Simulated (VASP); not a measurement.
# PbSe (Fm-3m) in VASP: further runs

The runs below take PbSe through single point, with PBE, RPBE.

Program: VASP 6.6.1. These are calculated values, not measurements. Logs are shortened: lines on timing, memory, paths and dates and some standing lists are left out, and cuts for length are marked.

## 1. The cell of the first run

Symmetry: Fm-3m, No. 225, cubic system. The conventional cell has a = 6.154 Å, b = 6.154 Å, c = 6.154 Å, α = 90.00°, β = 90.00°, γ = 90.00°. Pb (site symmetry m-3m) has 6 Se at 3.08 Å within 4.0 Å. Se (site symmetry m-3m) has 6 Pb at 3.08 Å within 4.0 Å.

## 2. Single point, PBE

INCAR reads:

```
ALGO = Normal
EDIFF = 1E-7
ENCUT = 520
GGA = PE
ISIF = 2
ISMEAR = -1
LASPH = True
LCHARG = True
LELF = True
LREAL = False
LVHAR = True
LWAVE = False
NBANDS = 17
NELM = 60
PREC = Accurate
SIGMA = 0.0315
```

KPOINTS reads:

```
k-points
0
Gamma
  5 5 5
```

POSCAR reads:

```
PbSe
1.0
    0.0000000000      3.0768640000      3.0768640000
    3.0768640000      0.0000000000      3.0768640000
    3.0768640000      3.0768640000      0.0000000000
Pb Se
1 1
Direct
    0.0000000000      0.0000000000      0.0000000000
    0.5000000000      0.5000000000      0.5000000000
```

Potentials or basis: VASP PAW PBE potentials, release 64 (Pb_d, Se).

Command:

```console
$ cat potpaw_PBE.64/Pb_d/POTCAR potpaw_PBE.64/Se/POTCAR > POTCAR
$ mpirun -np 1 vasp_std > vasp.out
```

OUTCAR:

```text
EDIFF = 1E-7
   ENCUT = 520
   GGA = PE
   ISIF = 2
   ISMEAR = -1
   LASPH = True
   LREAL = False
   NELM = 60
   PREC = Accurate

 ion  position               nearest neighbor table
   1  0.000  0.000  0.000-   2 3.08   2 3.08   2 3.08   2 3.08   2 3.08   2 3.08
   2  0.500  0.500  0.500-   1 3.08   1 3.08   1 3.08   1 3.08   1 3.08   1 3.08

  LATTYP: Found a face centered cubic cell.
 ALAT       =     6.1537280000

  Lattice vectors:

 A1 = (   0.0000000000,   3.0768640000,   3.0768640000)
 A2 = (   3.0768640000,   0.0000000000,   3.0768640000)
 A3 = (   3.0768640000,   3.0768640000,   0.0000000000)

Analysis of symmetry for initial positions (statically):
=====================================================================
 Subroutine PRICEL returns:
 Original cell was already a primitive cell.

 Routine SETGRP: Setting up the symmetry group for a
 face centered cubic supercell.

 Subroutine GETGRP returns: Found 48 space group operations
 (whereof 48 operations were pure point group operations)
 out of a pool of 48 trial point group operations.

The static configuration has the point symmetry O_h .

Analysis of symmetry for dynamics (positions and initial velocities):
=====================================================================
 Subroutine PRICEL returns:
 Original cell was already a primitive cell.

 Routine SETGRP: Setting up the symmetry group for a
 face centered cubic supercell.

 Subroutine GETGRP returns: Found 48 space group operations
 (whereof 48 operations were pure point group operations)
 out of a pool of 48 trial point group operations.

The dynamic configuration has the point symmetry O_h .

 Subroutine INISYM returns: Found 48 space group operations
 (whereof 48 operations are pure point group operations),
 and found     1 'primitive' translations

----------------------------------------------------------------------------------------

                                     Primitive cell

  volume of cell :      58.2579

  direct lattice vectors                    reciprocal lattice vectors
     0.000000000  3.076864000  3.076864000    -0.162503120  0.162503120  0.162503120
     3.076864000  0.000000000  3.076864000     0.162503120 -0.162503120  0.162503120
     3.076864000  3.076864000  0.000000000     0.162503120  0.162503120 -0.162503120

  length of vectors
[... 62 lines left out ...]
   LNONCOLLINEAR =      F non collinear calculations
   LSORBIT =      F    spin-orbit coupling
   LASPH  =      T    aspherical Exc in radial PAW
   ENCUT  =  520.0 eV  38.22 Ry    6.18 a.u.   8.09  8.09  8.09*2*pi/ulx,y,z
   NELM   =     60;   NELMIN=  2; NELMDL= -5     # of ELM steps
   EDIFF  = 0.1E-06   stopping-criterion for ELM
   LREAL  =      F    real-space projection
   EDIFFG = 0.1E-05   stopping-criterion for IOM
   NSW    =      0    number of steps for IOM
   IBRION =     -1    ionic relax: 0-MD 1-quasi-New 2-CG
   NFREE  =      0    steps in history (QN), initial steepest desc. (CG)
   ISIF   =      2    stress and relaxation
   ISYM   =      2    0-nonsym 1-usesym 2-fastsym
   POTIM  = 0.5000    time-step for ionic-motion
   TEBEG  =    0.0;   TEEND  =   0.0 temperature during run
   PSTRESS=    0.0 pullay stress
   NELECT =      20.0000    total number of electrons
   NUPDOWN=      -1.0000    fix difference up-down
   EMIN   =  10.00;   EMAX   =-10.00  energy-range for DOS
   EFERMI =   0.00;   METHOD = LEGACY
   ISMEAR =    -1;   SIGMA  =   0.03  broadening in eV -4-tet -1-fermi 0-gaus
   EFERMI_NEDOS =   21; number of points for ismear=-14 and -15
   IALGO  =     38    algorithm
   IMIX   =      4    mixing-type and parameters
     AMIX     =   0.40;   BMIX     =  1.00
     AMIX_MAG =   1.60;   BMIX_MAG =  1.00
  volume/ion in A,a.u.               =      29.13       196.57
  Fermi-wavevector in a.u.,A,eV,Ry     =   1.146304  2.166201 17.878235  1.314013
  Thomas-Fermi vector in A             =   2.282989
   LORBIT       =      0    0 simple, 1 ext, 2 COOP (PROOUT), +10 PAW based schemes
   GGA     = PE    functional components
   LHFCALC =     F    Hartree Fock is set to
   AEXX    =    0.0000 exact exchange contribution
   IVDW    =     0    specifies the selected vdW correction
   LEPSILON=     F    determine dielectric tensor
   LRPA    =     F    only Hartree local field effects (RPA)
 non-spin polarized calculation
  energy-cutoff  :      520.00
  volume of cell :       58.26
 maximum number of plane-waves:      1596
   NGX = 17   NGY = 17   NGZ = 17

 number of electron      19.9999995 magnetization

 Free energy of the ion-electron system (eV)
  ---------------------------------------------------
  ext. energy  EPLUGINS =         0.00000000
  ---------------------------------------------------
  free energy    TOTEN  =        -8.20051290 eV

  energy without entropy =       -8.20051290  energy(sigma->0) =       -8.20051290

 E-fermi :   5.1071     XC(G=0):  -9.4605

 val. band max:        4.5002854343   @ k =   0.4000   0.0000   0.0000
 cond. band min:       5.6971397340   @ k =   0.4000   0.0000   0.0000
 fundamental gap:      1.1968542997
 Fermi energy:         5.1070772231

 k-point     1 :       0.0000    0.0000    0.0000
  band No.  band energies     occupation
      1     -11.9435      2.00000
      2     -11.9435      2.00000
      3     -11.9435      2.00000
      4     -11.9390      2.00000
      5     -11.9390      2.00000
      6      -8.5930      2.00000
[... 177 lines left out ...]
      4     -11.9210      2.00000
      5     -11.9061      2.00000
      6      -7.2997      2.00000
[... 9 lines left out ...]
     16      16.1308      0.00000
     17      16.2549      0.00000

------------------------ aborting loop because EDIFF is reached ----------------------------------------

  FORCE on cell =-STRESS in cart. coord.  units (eV):
  Direction    XX          YY          ZZ          XY          YZ          ZX
  --------------------------------------------------------------------------------------
  -------------------------------------------------------------------------------------
  Total        0.5039099      0.5039099      0.5039099      0.0000000     -0.0000000      0.0000000
  in kB       13.8582569     13.8582569     13.8582569      0.0000000     -0.0000000      0.0000000
  external PRESSURE =      13.8582569 kB  Pullay stress =       0.0000000 kB

 VOLUME and BASIS-vectors are now :
 -----------------------------------------------------------------------------
  energy-cutoff  :      520.00
  volume of cell :       58.26
      direct lattice vectors                 reciprocal lattice vectors
     0.000000000  3.076864000  3.076864000    -0.162503120  0.162503120  0.162503120
     3.076864000  0.000000000  3.076864000     0.162503120 -0.162503120  0.162503120
     3.076864000  3.076864000  0.000000000     0.162503120  0.162503120 -0.162503120

 POSITION                                       TOTAL-FORCE (eV/Angst)
 -----------------------------------------------------------------------------------
      0.00000      0.00000      0.00000         0.000000      0.000000      0.000000
      3.07686      3.07686      3.07686        -0.000000     -0.000000     -0.000000
 -----------------------------------------------------------------------------------
    total drift:                                0.000000     -0.000000     -0.000000

  FREE ENERGIE OF THE ION-ELECTRON SYSTEM (eV)
  ---------------------------------------------------
  free  energy   TOTEN  =        -8.2005129031 eV

  energy  without entropy=       -8.2005129019  energy(sigma->0) =       -8.20051290
```

OSZICAR:

```text
N       E                     dE             d eps       ncg     rms          rms(c)
DAV:   1     0.160180986352E+03    0.16018E+03   -0.94423E+03   340   0.120E+03
DAV:   2     0.357817928515E+01   -0.15660E+03   -0.15085E+03   345   0.311E+02
DAV:   3    -0.819497619435E+01   -0.11773E+02   -0.11683E+02   441   0.913E+01
DAV:   4    -0.848743661746E+01   -0.29246E+00   -0.29210E+00   415   0.153E+01
DAV:   5    -0.849734093278E+01   -0.99043E-02   -0.99039E-02   478   0.284E+00    0.277E+00
DAV:   6    -0.820212337809E+01    0.29522E+00   -0.73384E-01   497   0.580E+00    0.156E+00
DAV:   7    -0.819758523377E+01    0.45381E-02   -0.12167E-01   398   0.167E+00    0.866E-01
DAV:   8    -0.820094121739E+01   -0.33560E-02   -0.13847E-02   388   0.124E+00    0.177E-01
DAV:   9    -0.820042881292E+01    0.51240E-03   -0.29596E-03   519   0.506E-01    0.536E-02
DAV:  10    -0.820050591612E+01   -0.77103E-04   -0.22917E-04   394   0.861E-02    0.183E-02
DAV:  11    -0.820051280438E+01   -0.68883E-05   -0.48334E-05   439   0.696E-02    0.736E-03
DAV:  12    -0.820051287844E+01   -0.74059E-07   -0.26066E-06   438   0.120E-02    0.190E-03
DAV:  13    -0.820051290306E+01   -0.24622E-07   -0.13855E-07   338   0.369E-03
   1 F= -.82005129E+01 E0= -.82005129E+01  d E =-.120984E-08
```

Wall time 5.3 s (1 thread of Intel Xeon 6975P-C (Granite Rapids), shared host); peak memory 0.17 GiB.

What came out:

| Item | Value |
| --- | --- |
| Free energy | -8.2005 eV |
| Pressure | 1.4 GPa |

Levels at points of the mesh, in eV from the Fermi level:
| k point | band 7 | band 8 | band 9 | band 10 | band 11 | band 12 | band 13 | band 14 |
| --- | --- | --- | --- | --- | --- | --- | --- | --- |
| (0.00, 0.00, 0.00) | -6.57 | -2.05 | -2.05 | -2.05 | 4.44 | 4.44 | 4.44 | 6.31 |

Caveat: this odd mesh misses L, where the gap lies, so gap, dielectric constants and Born charges aren't listed; spin-orbit coupling is left out, which moves the levels of the heavy elements.

## 3. Single point, RPBE

INCAR reads:

```
SYSTEM = PbSe
  ALGO = Normal
  EDIFF = 1E-6
  ENCUT = 520
  GGA = RP
  ISIF = 2
  ISMEAR = 0
  LASPH = .TRUE.
  LCHARG = .FALSE.
  LREAL = .FALSE.
  LWAVE = .FALSE.
  NBANDS = 17
  NELM = 60
  PREC = Accurate
  SIGMA = 0.001
```

KPOINTS reads:

```
k-points
0
G
  5 5 5
  0 0 0
```

POSCAR is that of step 2.

Potentials or basis: VASP PAW PBE potentials, release 64 (Pb_d, Se).

Command:

```console
$ cat potpaw_PBE.64/Pb_d/POTCAR potpaw_PBE.64/Se/POTCAR > POTCAR
$ mpirun -np 1 vasp_std > vasp.out
```

OUTCAR:

```text
SYSTEM = PbSe
   EDIFF = 1E-6
   ENCUT = 520
   GGA = RP
   ISIF = 2
   ISMEAR = 0
   LASPH = .TRUE.
   LREAL = .FALSE.
   NELM = 60
   PREC = Accurate

 ion  position               nearest neighbor table
   1  0.000  0.000  0.000-   2 3.08   2 3.08   2 3.08   2 3.08   2 3.08   2 3.08
   2  0.500  0.500  0.500-   1 3.08   1 3.08   1 3.08   1 3.08   1 3.08   1 3.08

  LATTYP: Found a face centered cubic cell.
 ALAT       =     6.1537280000

  Lattice vectors:

[... 371 lines left out ...]

  FORCE on cell =-STRESS in cart. coord.  units (eV):
  Direction    XX          YY          ZZ          XY          YZ          ZX
  --------------------------------------------------------------------------------------
  -------------------------------------------------------------------------------------
  Total        1.1483170      1.1483170      1.1483170      0.0000000     -0.0000000     -0.0000000
  in kB       31.5803904     31.5803904     31.5803904      0.0000000     -0.0000000     -0.0000000
  external PRESSURE =      31.5803904 kB  Pullay stress =       0.0000000 kB

 VOLUME and BASIS-vectors are now :
 -----------------------------------------------------------------------------
  energy-cutoff  :      520.00
  volume of cell :       58.26
      direct lattice vectors                 reciprocal lattice vectors
     0.000000000  3.076864000  3.076864000    -0.162503120  0.162503120  0.162503120
     3.076864000  0.000000000  3.076864000     0.162503120 -0.162503120  0.162503120
     3.076864000  3.076864000  0.000000000     0.162503120  0.162503120 -0.162503120

 POSITION                                       TOTAL-FORCE (eV/Angst)
 -----------------------------------------------------------------------------------
      0.00000      0.00000      0.00000        -0.000000     -0.000000      0.000000
      3.07686      3.07686      3.07686         0.000000      0.000000     -0.000000
 -----------------------------------------------------------------------------------
    total drift:                                0.000000     -0.000000     -0.000000

  FREE ENERGIE OF THE ION-ELECTRON SYSTEM (eV)
  ---------------------------------------------------
  free  energy   TOTEN  =        -7.4946030905 eV

  energy  without entropy=       -7.4946030905  energy(sigma->0) =       -7.49460309
```

stdout:

```text
POSCAR found type information on POSCAR PbSe
 POSCAR found :  2 types and       2 ions
 scaLAPACK will be used
 -----------------------------------------------------------------------------
|                                                                             |
|                                                                             |
|     You enforced a specific xc type in the INCAR file but a different       |
|     I HOPE YOU KNOW WHAT YOU ARE DOING!                                     |
|                                                                             |
 -----------------------------------------------------------------------------

 LDA part: xc-table for (Slater+PW92), standard interpolation
 POSCAR, INCAR and KPOINTS ok, starting setup
 FFT: planning ... GRIDC
 FFT: planning ... GRID_SOFT
 FFT: planning ... GRID
 WAVECAR not read
 entering main loop
```

It took 4.5 s on 1 thread of Intel Xeon 6975P-C (Granite Rapids), shared host; peak memory 0.17 GiB.

What came out:

| Item | Value |
| --- | --- |
| Free energy | -7.4946 eV |
| Pressure | 3.2 GPa |

Caveat: this odd mesh misses L, where the gap lies, so gap, dielectric constants and Born charges aren't listed; the PAW data sets were made with another functional, which shifts forces and pressure a little; spin-orbit coupling is left out, which moves the levels of the heavy elements.

## 4. Single point, PBE

INCAR reads:

```
SYSTEM = PbSe
PREC     = Accurate       ! precision mode
ENCUT    = 520            ! plane-wave cutoff, eV
EDIFF    = 1E-7           ! SCF threshold, eV
ISMEAR   = -1             ! smearing method
SIGMA    = 0.0315         ! smearing width, eV
LREAL    = .False.        ! projectors in reciprocal space
LASPH    = .True.         ! aspherical terms in the spheres
NELM     = 80             ! most SCF steps
ALGO     = Normal         ! electronic algorithm
ISIF     = 2              ! what is computed and relaxed
LWAVE    = .False.        ! write WAVECAR
LCHARG   = .True.         ! write CHGCAR
GGA      = PE             ! functional
LELF     = .True.         ! ELF
LVHAR    = .True.       
NBANDS   = 17             ! bands
```

KPOINTS reads:

```
Automatic mesh
0
Gamma
  5 5 5
  0 0 0
```

POSCAR is that of step 3.

Command:

```console
$ cat potpaw_PBE.64/Pb_d/POTCAR potpaw_PBE.64/Se/POTCAR > POTCAR
$ mpirun -np 1 vasp_std > vasp.out
```

Wall time 5.2 s (1 thread of Intel Xeon 6975P-C (Granite Rapids), shared host); peak memory 0.17 GiB.

The run converged. Its results:

```
Free energy : -8.2005 eV
Pressure    : 1.4 GPa
```

Levels at points of the mesh, in eV from the Fermi level:
```csv
k point,band 7,band 8,band 9,band 10,band 11,band 12,band 13,band 14
"(0.00, 0.00, 0.00)",-6.57,-2.05,-2.05,-2.05,4.44,4.44,4.44,6.31
```

Caveat: this odd mesh misses L, where the gap lies, so gap, dielectric constants and Born charges aren't listed; spin-orbit coupling is left out, which moves the levels of the heavy elements.
